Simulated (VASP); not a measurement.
Set up this calculation in VASP 6.6.1, as the native input.

| Property | Result |
| --- | --- |
| Task | single point |
| Functional | PBE |
| Potentials or basis | VASP PAW PBE potentials, release 64 (Sb, Na_pv) |
| Cutoff | 520 eV |
| k mesh | 4 × 4 × 3 |
| Occupations | fermi-dirac, width 0.1 eV |
| Spin | no spin polarisation |
| Dipole correction | no |
| Further INCAR settings | ALGO = Normal; EDIFF = 1e-06; NBANDS = 42 |

The structure of Na3Sb2 lies in POSCAR:

```
Na3Sb2
1.0
    4.1982421871      4.3948550155      0.0559571811
    4.1982421871     -4.3948550155      0.0559571811
    2.1088162829      0.0000000000     -7.9152964396
Sb Na
4 6
Direct
    0.8891945828      0.3398359065      0.8542516854
    0.6601640935      0.1108054172      0.6457483146
    0.1108054172      0.6601640935      0.1457483146
    0.3398359065      0.8891945828      0.3542516854
    0.7588168604      0.6460015262      0.5109933293
    0.3539984738      0.2411831396      0.9890066707
    0.2411831396      0.3539984738      0.4890066707
    0.6460015262      0.7588168604      0.0109933293
    0.1465506977      0.8534493023      0.7500000000
    0.8534493023      0.1465506977      0.2500000000
```

The input as run:

INCAR

```
PREC = Accurate
ENCUT = 520
EDIFF = 1E-6
ISMEAR = -1
SIGMA = 0.1
LREAL = False
LASPH = True
NELM = 100
ALGO = Normal
ISIF = 2
LWAVE = False
LCHARG = False
GGA = PE
NBANDS = 42
```

KPOINTS

```
Automatic mesh
0
Gamma
  4 4 3
```

Potentials or basis: VASP PAW PBE potentials, release 64 (Sb, Na_pv).

Run with:

```console
$ cat potpaw_PBE.64/Sb/POTCAR potpaw_PBE.64/Na_pv/POTCAR > POTCAR
$ mpirun -np 1 vasp_std > vasp.out
```

Results of the run:

| Property | Result |
| --- | --- |
| Pressure | 0.1 GPa |
| Largest force | 0.030 eV/Å |
| Band gap on the k mesh | zero (bands 31 and 32 overlap by 0.96 eV) |

Caveat: spin-orbit coupling is left out, which moves the levels of the heavy elements.

Wall time 6.6 min on 1 thread of Intel Xeon 8259CL, with other jobs on the host, peak memory 0.47 GiB.
